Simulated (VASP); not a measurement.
# Al (I4/mmm) in VASP: a series of runs

Al is run at these levels: LDA; tasks: single point.

Everything below comes from runs of VASP 6.6.1. Logs are shortened: lines on timing, memory, paths and dates and some standing lists are left out, and cuts for length are marked.

**1. The cell of the first run**

The structure is tetragonal, space group I4/mmm (No. 139). The conventional cell has a = 2.902 Å, b = 2.902 Å, c = 3.939 Å, α = 90.00°, β = 90.00°, γ = 90.00°. Al (site symmetry 4/mmm) has 12 Al at 2.84 to 2.90 Å within 3.7 Å.

**2. Single point, LDA**

INCAR reads:

```
PREC = Accurate
ENCUT = 520
EDIFF = 1E-6
ISMEAR = 0
SIGMA = 0.15
LREAL = F
LASPH = T
NELM = 60
ALGO = Fast
ISIF = 2
LWAVE = F
LCHARG = F
NBANDS = 8
```

KPOINTS reads:

```
regular mesh
0
Gamma
  22 22 22
```

POSCAR reads:

```
Al
1.0
    0.0000000000      2.0517091992      1.9696408312
    2.0517091992      0.0000000000      1.9696408312
    2.0517091992      2.0517091992      0.0000000000
Al
1
Direct
    0.0000000000      0.0000000000      0.0000000000
```

Potentials or basis: VASP PAW LDA potentials, release 64 (Al).

On the command line:

```bash
> cat potpaw_LDA.64/Al/POTCAR > POTCAR
> mpirun -np 1 vasp_std > vasp.out
```

OUTCAR:

```text
PREC = Accurate
   ENCUT = 520
   EDIFF = 1E-6
   ISMEAR = 0
   LREAL = F
   LASPH = T
   NELM = 60
   ISIF = 2

 ion  position               nearest neighbor table
   1  0.000  0.000  0.000-

  LATTYP: Found a body centered tetragonal cell.
 ALAT       =     2.9015549756
 C/A-ratio  =     1.3576450199

  Lattice vectors:

 A1 = (   0.0000000000,  -2.0517091992,  -1.9696408312)
 A2 = (   0.0000000000,   2.0517091992,  -1.9696408312)
 A3 = (   2.0517091992,   0.0000000000,   1.9696408312)

Analysis of symmetry for initial positions (statically):
=====================================================================
 Subroutine PRICEL returns:
 Original cell was already a primitive cell.

 Routine SETGRP: Setting up the symmetry group for a
 body centered tetragonal supercell.

 Subroutine GETGRP returns: Found 16 space group operations
 (whereof 16 operations were pure point group operations)
 out of a pool of 16 trial point group operations.

The static configuration has the point symmetry D_4h.

Analysis of symmetry for dynamics (positions and initial velocities):
=====================================================================
 Subroutine PRICEL returns:
 Original cell was already a primitive cell.

 Routine SETGRP: Setting up the symmetry group for a
 body centered tetragonal supercell.

 Subroutine GETGRP returns: Found 16 space group operations
 (whereof 16 operations were pure point group operations)
 out of a pool of 16 trial point group operations.

The dynamic configuration has the point symmetry D_4h.

 Subroutine INISYM returns: Found 16 space group operations
 (whereof 16 operations are pure point group operations),
 and found     1 'primitive' translations

----------------------------------------------------------------------------------------

                                     Primitive cell

  volume of cell :      16.5824

  direct lattice vectors                    reciprocal lattice vectors
     0.000000000  2.051709199  1.969640831    -0.243699253  0.243699253  0.253853389
     2.051709199  0.000000000  1.969640831     0.243699253 -0.243699253  0.253853389
     2.051709199  2.051709199  0.000000000     0.243699253  0.243699253 -0.253853389

  length of vectors
     2.844115968  2.844115968  2.901554976     0.428042282  0.428042282  0.428042282

  position of ions in fractional coordinates (direct lattice)
     0.000000000  0.000000000  0.000000000

  ion indices of the primitive-cell ions
   primitive index   ion index
                 1           1

----------------------------------------------------------------------------------------

 KPOINTS: regular mesh

Automatic generation of k-mesh.
 Grid dimensions read from file:
 generate k-points for:   22   22   22

 Generating k-lattice:

  Cartesian coordinates                     Fractional coordinates (reciprocal lattice)
    -0.011077239  0.011077239  0.011538790     0.045454545  0.000000000  0.000000000
     0.011077239 -0.011077239  0.011538790     0.000000000  0.045454545  0.000000000
     0.011077239  0.011077239 -0.011538790     0.000000000  0.000000000  0.045454545

  Length of vectors
     0.019456467  0.019456467  0.019456467

  Shift w.r.t. Gamma in fractional coordinates (k-lattice)
     0.000000000  0.000000000  0.000000000

 Subroutine IBZKPT returns following result:
 ===========================================

 Found    834 irreducible k-points:

 Following reciprocal coordinates:
            Coordinates               Weight
  0.000000  0.000000  0.000000      1.000000
  0.045455  0.000000  0.000000      8.000000
  0.090909  0.000000  0.000000      8.000000
  0.136364  0.000000  0.000000      8.000000
  0.181818  0.000000  0.000000      8.000000
  0.227273 -0.000000  0.000000      8.000000
[... 16 lines left out ...]
  0.500000  0.045455  0.000000      8.000000
 -0.454545  0.045455  0.000000      8.000000
 [... further k-points ...]
   k-points           NKPTS =    834   k-points in BZ     NKDIM =    834   number of bands    NBANDS=      8
   number of dos      NEDOS =    301   number of ions     NIONS =      1
   total plane-waves  NPLWV =  13824
   dimension x,y,z NGX =    24 NGY =   24 NGZ =   24
   dimension x,y,z NGXF=    48 NGYF=   48 NGZF=   48
   ions per type =               1
   NGX,Y,Z   is equivalent  to a cutoff of  14.03, 14.03, 13.75 a.u.
   NGXF,Y,Z  is equivalent  to a cutoff of  28.06, 28.06, 27.50 a.u.
 SYSTEM =  unknown system
   PREC   = accura    normal or accurate (medium, high low for compatibility)
   ISTART =      0    job   : 0-new  1-cont  2-samecut
   ICHARG =      2    charge: 1-file 2-atom 10-const
   ISPIN  =      1    spin polarized calculation?
   LNONCOLLINEAR =      F non collinear calculations
   LSORBIT =      F    spin-orbit coupling
   LASPH  =      T    aspherical Exc in radial PAW
   ENCUT  =  520.0 eV  38.22 Ry    6.18 a.u.   5.29  5.29  5.39*2*pi/ulx,y,z
   NELM   =     60;   NELMIN=  2; NELMDL= -5     # of ELM steps
   EDIFF  = 0.1E-05   stopping-criterion for ELM
   LREAL  =      F    real-space projection
   EDIFFG = 0.1E-04   stopping-criterion for IOM
   NSW    =      0    number of steps for IOM
   IBRION =     -1    ionic relax: 0-MD 1-quasi-New 2-CG
   NFREE  =      0    steps in history (QN), initial steepest desc. (CG)
   ISIF   =      2    stress and relaxation
   ISYM   =      2    0-nonsym 1-usesym 2-fastsym
   POTIM  = 0.5000    time-step for ionic-motion
   TEBEG  =    0.0;   TEEND  =   0.0 temperature during run
   PSTRESS=    0.0 pullay stress
   NELECT =       3.0000    total number of electrons
   NUPDOWN=      -1.0000    fix difference up-down
   EMIN   =  10.00;   EMAX   =-10.00  energy-range for DOS
   EFERMI =   0.00;   METHOD = LEGACY
   ISMEAR =     0;   SIGMA  =   0.15  broadening in eV -4-tet -1-fermi 0-gaus
   EFERMI_NEDOS =   21; number of points for ismear=-14 and -15
   IALGO  =     68    algorithm
   IMIX   =      4    mixing-type and parameters
     AMIX     =   0.40;   BMIX     =  1.00
     AMIX_MAG =   1.60;   BMIX_MAG =  1.00
  volume/ion in A,a.u.               =      16.58       111.90
  Fermi-wavevector in a.u.,A,eV,Ry     =   0.925903  1.749704 11.664236  0.857297
  Thomas-Fermi vector in A             =   2.051808
   LORBIT       =      0    0 simple, 1 ext, 2 COOP (PROOUT), +10 PAW based schemes
   GGA     = CA    functional components
   LHFCALC =     F    Hartree Fock is set to
   AEXX    =    0.0000 exact exchange contribution
   IVDW    =     0    specifies the selected vdW correction
   LEPSILON=     F    determine dielectric tensor
   LRPA    =     F    only Hartree local field effects (RPA)
 non-spin polarized calculation
 RMM-DIIS sequential band-by-band and
 Gauss-broadening in eV      SIGMA  =   0.15
  energy-cutoff  :      520.00
  volume of cell :       16.58
 maximum number of plane-waves:       463
 NGX is ok and might be reduce to    24
   NGX = 11   NGY = 11   NGZ = 11

 number of electron       3.0000000 magnetization

 Free energy of the ion-electron system (eV)
  ---------------------------------------------------
  ext. energy  EPLUGINS =         0.00000000
  ---------------------------------------------------
  free energy    TOTEN  =        -4.18304739 eV

  energy without entropy =       -4.17873646  energy(sigma->0) =       -4.18089193

 E-fermi :   7.7369     XC(G=0): -10.3254

 val. band max:        7.7291777258   @ k =   0.3636   0.0455   0.0000
 cond. band min:       7.7497782764   @ k =  -0.2727   0.3182   0.0909
 fundamental gap:      0.0206005505
 Fermi energy:         7.7369111577

 k-point     1 :       0.0000    0.0000    0.0000
  band No.  band energies     occupation
      1      -3.3261      2.00000
      2      20.1591      0.00000
      3      20.1591      0.00000
      4      20.5960      0.00000
      5      21.4915      0.00000
      6      21.6171      0.00000
      7      21.6171      0.00000
      8      24.3424      0.00000

 k-point     2 :       0.0455    0.0000    0.0000
  band No.  band energies     occupation
      1      -3.2703      2.00000
      2      19.1188      0.00000
      3      19.9094      0.00000
      4      20.2191      0.00000
      5      21.8530      0.00000
      6      21.9460      0.00000
      7      22.1560      0.00000
      8      24.9092      0.00000

 k-point     3 :       0.0909    0.0000    0.0000
  band No.  band energies     occupation
      1      -3.1027      2.00000
      2      17.3657      0.00000
      3      19.4566      0.00000
      4      19.7809      0.00000
      5      22.3519      0.00000
      6      22.5585      0.00000
      7      22.6098      0.00000
      8      25.1594      0.00000

 k-point     4 :       0.1364    0.0000    0.0000
  band No.  band energies     occupation
      1      -2.8239      2.00000
      2      15.5438      0.00000
      3      19.0195      0.00000
      4      19.3932      0.00000
      5      22.3185      0.00000
      6      23.1615      0.00000
      7      23.2885      0.00000
      8      24.6049      0.00000

 k-point     5 :       0.1818    0.0000    0.0000
  band No.  band energies     occupation
      1      -2.4345      2.00000
      2      13.7469      0.00000
      3      18.6503      0.00000
      4      19.0830      0.00000
      5      22.1999      0.00000
      6      22.8305      0.00000
      7      23.6869      0.00000
      8      25.0508      0.00000

 k-point     6 :       0.2273   -0.0000    0.0000
  band No.  band energies     occupation
      1      -1.9354      2.00000
      2      12.0064      0.00000
      3      18.3641      0.00000
      4      18.8585      0.00000
      5      22.0676      0.00000
      6      22.0901      0.00000
      7      23.1373      0.00000
      8      25.7276      0.00000

 k-point     7 :       0.2727    0.0000    0.0000
  band No.  band energies     occupation
      1      -1.3278      2.00000
      2      10.3374      0.00000
      3      18.1662      0.00000
      4      18.7225      0.00000
      5      21.2934      0.00000
      6      22.0288      0.00000
      7      22.3607      0.00000
      8      26.2637      0.00000

 k-point     8 :       0.3182   -0.0000    0.0000
  band No.  band energies     occupation
      1      -0.6130      2.00000
      2       8.7486      0.00000
      3      18.0592      0.00000
      4      18.6764      0.00000
      5      20.5803      0.00000
      6      21.6096      0.00000
      7      22.0439      0.00000
      8      25.4695      0.00000

 k-point     9 :       0.3636    0.0000    0.0000
  band No.  band energies     occupation
      1       0.2074      2.00000
      2       7.2455      2.00000
      3      18.0438      0.00000
      4      18.7207      0.00000
      5      19.9484      0.00000
      6      20.9345      0.00000
      7      22.1404      0.00000
      8      24.7350      0.00000

 k-point    10 :       0.4091    0.0000    0.0000
  band No.  band energies     occupation
      1       1.1315      2.00000
      2       5.8325      2.00000
      3      18.1195      0.00000
      4      18.8550      0.00000
      5      19.4066      0.00000
      6      20.3440      0.00000
      7      22.3300      0.00000
      8      24.0770      0.00000
[... 78 lines left out ...]
 k-point    18 :       0.2727    0.0455    0.0000
  band No.  band energies     occupation
      1      -1.4690      2.00000
      2      10.8692      0.00000
      3      17.3060      0.00000
      4      18.8215      0.00000
      5      21.8585      0.00000
      6      22.4906      0.00000
      7      22.9642      0.00000
      8      25.0884      0.00000

 k-point    19 :       0.3182    0.0455    0.0000
  band No.  band energies     occupation
      1      -0.7861      2.00000
      2       9.2572      0.00000
      3      17.1686      0.00000
      4      18.7144      0.00000
      5      21.0574      0.00000
      6      21.7700      0.00000
      7      22.9885      0.00000
      8      25.4488      0.00000

 k-point    20 :       0.3636    0.0455    0.0000
  band No.  band energies     occupation
      1       0.0028      2.00000
      2       7.7292      1.05812
      3      17.1246      0.00000
      4      18.6977      0.00000
      5      20.3136      0.00000
      6      21.1205      0.00000
      7      23.0926      0.00000
      8      24.8703      0.00000

 k-point    21 :       0.4091    0.0455    0.0000
  band No.  band energies     occupation
      1       0.8960      2.00000
      2       6.2897      2.00000
      3      17.1743      0.00000
      4      18.7735      0.00000
      5      19.6514      0.00000
      6      20.5545      0.00000
      7      23.2694      0.00000
      8      24.2757      0.00000

 k-point    22 :       0.4545    0.0455    0.0000
  band No.  band energies     occupation
      1       1.8914      2.00000
      2       4.9427      2.00000
      3      17.3178      0.00000
      4      18.9293      0.00000
      5      19.0924      0.00000
      6      20.0777      0.00000
      7      23.4181      0.00000
      8      23.8683      0.00000

 k-point    23 :       0.5000    0.0455    0.0000
  band No.  band energies     occupation
      1       2.9824      2.00000
      2       3.6956      2.00000
      3      17.5546      0.00000
      4      18.5834      0.00000
      5      19.2218      0.00000
      6      19.6934      0.00000
      7      23.1500      0.00000
      8      24.0561      0.00000

 k-point    24 :      -0.4545    0.0455    0.0000
  band No.  band energies     occupation
      1       2.5291      2.00000
      2       4.1884      2.00000
      3      17.8831      0.00000
      4      18.1939      0.00000
      5      19.4048      0.00000
      6      19.5828      0.00000
      7      22.8076      0.00000
      8      24.5021      0.00000

 [... further k-points ...]

------------------------ aborting loop because EDIFF is reached ----------------------------------------

  FORCE on cell =-STRESS in cart. coord.  units (eV):
  Direction    XX          YY          ZZ          XY          YZ          ZX
  --------------------------------------------------------------------------------------
  -------------------------------------------------------------------------------------
  Total       -0.4300794     -0.4300794     -0.2180880      0.0000000      0.0000000      0.0000000
  in kB      -41.5537859    -41.5537859    -21.0714138      0.0000000      0.0000000      0.0000000
  external PRESSURE =     -34.7263285 kB  Pullay stress =       0.0000000 kB

 VOLUME and BASIS-vectors are now :
 -----------------------------------------------------------------------------
  energy-cutoff  :      520.00
  volume of cell :       16.58
      direct lattice vectors                 reciprocal lattice vectors
     0.000000000  2.051709199  1.969640831    -0.243699253  0.243699253  0.253853389
     2.051709199  0.000000000  1.969640831     0.243699253 -0.243699253  0.253853389
     2.051709199  2.051709199  0.000000000     0.243699253  0.243699253 -0.253853389

 POSITION                                       TOTAL-FORCE (eV/Angst)
 -----------------------------------------------------------------------------------
      0.00000      0.00000      0.00000         0.000000      0.000000      0.000000
 -----------------------------------------------------------------------------------
    total drift:                                0.000000     -0.000000     -0.000000

  FREE ENERGIE OF THE ION-ELECTRON SYSTEM (eV)
  ---------------------------------------------------
  free  energy   TOTEN  =        -4.1830473944 eV

  energy  without entropy=       -4.1787364630  energy(sigma->0) =       -4.18089193
```

Run time: 1.9 min. Hardware: 1 thread of Intel Xeon 8259CL, shared host; peak memory 0.2 GiB.

Results:

- Free energy: -4.1830 eV
- Pressure: -3.5 GPa
- Band gap on the k mesh: zero (an odd number of electrons rules out a gap without spin polarisation)

Stress tensor (GPa, compression positive):
```
-4.16  0.00  0.00
 0.00 -4.16  0.00
 0.00  0.00 -2.11
```

Caveat: the cell stands under tension.

**3. Single point, LDA**

INCAR reads:

```
SYSTEM = Al
PREC = Accurate
ENCUT = 520
EDIFF = 1E-6
ISMEAR = 0
SIGMA = 0.15
LREAL = .FALSE.
LASPH = .TRUE.
NELM = 80
ALGO = Normal
ISIF = 2
LWAVE = .FALSE.
LCHARG = .FALSE.
NBANDS = 8
```

KPOINTS reads:

```
Automatic mesh
0
G
  22 22 22
  0 0 0
```

POSCAR reads:

```
Al
1.0
    0.0000000000      1.9913294518      2.0908959244
    1.9913294518      0.0000000000      2.0908959244
    1.9913294518      1.9913294518      0.0000000000
Al
1
Direct
    0.0000000000      0.0000000000      0.0000000000
```

Potentials or basis: VASP PAW LDA potentials, release 64 (Al).

On the command line:

```bash
> cat potpaw_LDA.64/Al/POTCAR > POTCAR
> mpirun -np 1 vasp_std > vasp.out
```

Wall time 1.7 min (1 thread of Intel Xeon 8259CL, shared host); peak memory 0.2 GiB.

It converged, with:

- Free energy: -4.1813 eV
- Pressure: -3.4 GPa
- Band gap on the k mesh: zero (an odd number of electrons rules out a gap without spin polarisation)

Stress tensor (GPa, compression positive):
```
-2.60  0.00  0.00
 0.00 -2.60  0.00
 0.00  0.00 -5.03
```

Levels at points of the mesh, in eV from the Fermi level:
| k point | band 1 | band 2 | band 3 | band 4 | band 5 |
| --- | --- | --- | --- | --- | --- |
| (0.00, 0.00, 0.00) | -11.06 | 12.21 | 12.76 | 12.76 | 13.80 |
| (0.50, 0.00, 0.00) | -4.52 | -4.38 | 10.48 | 10.81 | 11.79 |
| (0.50, 0.50, 0.00) | -3.32 | -2.27 | 5.67 | 6.12 | 6.12 |
| (0.50, 0.00, 0.50) | -2.64 | -1.27 | 5.07 | 5.15 | 5.42 |

Caveat: the cell stands under tension.
